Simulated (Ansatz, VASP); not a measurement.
Si in VASP and in Ansatz

The input INCAR:

```
SYSTEM = Si
PREC = Accurate
ENCUT = 520
EDIFF = 1E-6
ISMEAR = -1
SIGMA = 0.1
LREAL = .FALSE.
LASPH = .TRUE.
NELM = 80
ALGO = Normal
ISIF = 2
LWAVE = .FALSE.
LCHARG = .FALSE.
NBANDS = 11
```

KPOINTS

```
regular mesh
0
G
  13 13 13
  0 0 0
```

The input POSCAR:

```
Si
1.0
    0.0000000000      2.7008806138      2.7008806138
    2.7008806138      0.0000000000      2.7008806138
    2.7008806138      2.7008806138      0.0000000000
Si
2
Direct
   -0.1250000000     -0.1250000000     -0.1250000000
    0.1250000000      0.1250000000      0.1250000000
```

Input for Ansatz:

```yaml
crystal:
  lattice:
    - [0.0, 2.7008806138, 2.7008806138]
    - [2.7008806138, 0.0, 2.7008806138]
    - [2.7008806138, 2.7008806138, 0.0]
  atoms:
    - { symbol: Si, position: [-0.125, -0.125, -0.125] }
    - { symbol: Si, position: [0.125, 0.125, 0.125] }
kpoints:
  mp_grid: { grid: [13, 13, 13] }
  band_path:
    path:
      - [0.0, 0.0, 0.0]
      - [0.5, 0.0, 0.5]
      - [0.625, 0.25, 0.625]
      - [0.375, 0.375, 0.75]
      - [0.0, 0.0, 0.0]
      - [0.5, 0.5, 0.5]
      - [0.5, 0.25, 0.75]
      - [0.5, 0.0, 0.5]
    npoints: 8
scf:
  occupations: { method: fermi_dirac, width: 0.1 }
hamiltonian:
  xc: lda
  pseudopotentials: { kind: paw }
output:
  forces: true
  stress: true
  eigenvalues: true
  populations: true
  dos: { projected: true, de: 0.2, e_range: [-14, 8] }
```

Change from the starting cell: volume scaled by 1, PAW files.

Alike in both runs: task single point; functional LDA; k mesh 13 × 13 × 13; occupations fermi-dirac, width 0.1 eV; no spin polarisation.

|  | VASP | Ansatz |
| --- | --- | --- |
| version | VASP 6.6.1 | Ansatz 0.2.0 |
| potentials or method | VASP PAW LDA potentials, release 64 (Si) | PAW with Ansatz's default frozen-core files, scalar-relativistic |
| plane-wave cutoff (eV) | 520 | 420 |
| valence electrons in the cell | 8 | 8 |

```tsv
	VASP	Ansatz	Ansatz less VASP
pressure (GPa)	0.0	0.0	-0.04
```

LDA's correlation is that of Perdew and Zunger in VASP and of Perdew and Wang (1992) in Ansatz.
